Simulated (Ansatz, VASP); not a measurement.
# AgCl in VASP and in Ansatz

The input INCAR:

```
PREC     = Accurate       # precision mode
ENCUT    = 520            # plane-wave cutoff, eV
EDIFF    = 1E-6           # SCF threshold, eV
ISMEAR   = 0              # smearing method
SIGMA    = 0.05           # smearing width, eV
LREAL    = F              # projectors in reciprocal space
LASPH    = T              # aspherical terms in the spheres
NELM     = 100            # most SCF steps
ALGO     = Normal         # electronic algorithm
ISIF     = 2              # what is computed and relaxed
LWAVE    = F              # write WAVECAR
LCHARG   = F              # write CHGCAR
GGA      = PE             # functional
NBANDS   = 16             # bands
```

File KPOINTS:

```
regular mesh
0
Gamma
  8 8 8
```

File POSCAR:

```
AgCl
1.0
    0.0000000000      2.8410981364      2.8410981364
    2.8060228508      0.0350752856      2.8060228508
    2.8060228508      2.8060228508      0.0350752856
Ag Cl
1 1
Direct
    0.5000000000      0.5000000000      0.5000000000
    0.0000000000      0.0000000000      0.0000000000
```

Input for Ansatz:

```yaml
crystal:
  lattice:
    - [0.0, 2.8410981364, 2.8410981364]
    - [2.8060228508, 0.0350752856, 2.8060228508]
    - [2.8060228508, 2.8060228508, 0.0350752856]
  atoms:
    - { symbol: Ag, position: [0.5, 0.5, 0.5] }
    - { symbol: Cl, position: [0.0, 0.0, 0.0] }
basis:
  ecutwfc: 420
kpoints:
  mp_grid: { grid: [8, 8, 8] }
hamiltonian:
  xc: pbe
scf:
  occupations: { method: gaussian, width: 0.05 }
output:
  forces: true
  stress: true
  eigenvalues: true
```

Change from the starting cell: strain +0.0250 x Voigt [0, 0, 0, 1, 0, 0], atoms carried along.

Alike in both runs: task single point; functional PBE; k mesh 8 × 8 × 8; occupations gaussian, width 0.05 eV; no spin polarisation.

|  | VASP | Ansatz |
| --- | --- | --- |
| version | VASP 6.6.1 | Ansatz 0.2.0 |
| potentials or method | VASP PAW PBE potentials, release 64 (Ag, Cl), cutoff 520 eV | scalar-relativistic, plane waves, PAW |
| valence electrons in the cell | 18 | 26 |

Ansatz gave:

```
gap on the k mesh at the Fermi level (eV)                     : 0.90
least direct gap on the mesh (eV)                             : 3.04
pressure (GPa)                                                : 0.0
traceless stress, the component that is largest in VASP (GPa) : -0.16
```

**Question.** Which values does VASP return?

**Answer.** gap on the k mesh at the Fermi level (eV): 0.90; least direct gap on the mesh (eV): 3.04; pressure (GPa): -0.1; traceless stress, the component that is largest in VASP (GPa): -0.16.

With one functional, cell and mesh, what is left measures potentials, basis and numerics. VASP's potentials hold 18 valence electrons a cell and Ansatz's 26, so a difference there can come from the potentials and not from the codes.
